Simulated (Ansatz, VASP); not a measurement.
## Al3Cu: VASP beside Ansatz

```
Al Cu
1.0
     2.77378    0.00000    0.00000
     0.00000    2.77378    0.00000
     0.00000    0.00000    7.59186
Al Cu
3 1
Cartesian
  0.0000 0.0000 3.7959
  1.3869 1.3869 1.6903
  1.3869 1.3869 5.9016
  0.0000 0.0000 0.0000
```

Alike in both runs: functional r2SCAN; k mesh 16 × 16 × 6; occupations gaussian, width 0.1 eV; no spin polarisation.

Ansatz relaxed the structure, and its values are those at the end. VASP's run is a single point on that final structure, the one shown.

|  | VASP | Ansatz |
| --- | --- | --- |
| version | VASP 6.6.1 | Ansatz 0.2.0 |
| potentials or method | VASP PAW PBE potentials, release 64 (Al, Cu), cutoff 520 eV | scalar-relativistic, plane waves, PAW |
| valence electrons in the cell | 20 | 28 |

```tsv
	VASP	Ansatz	Ansatz less VASP
gap on the k mesh at the Fermi level (eV)	none	none	-
pressure (GPa)	-0.2	0.0	+0.19
rms of the force components (eV/Å)	0.007	0.000	-0.0066
```

VASP's potentials were made for PBE, not for r2SCAN. A gap of «none» marks a metal or a gap that the smearing closes. VASP's potentials hold 20 valence electrons a cell and Ansatz's 28, so a difference there can come from the potentials and not from the codes.
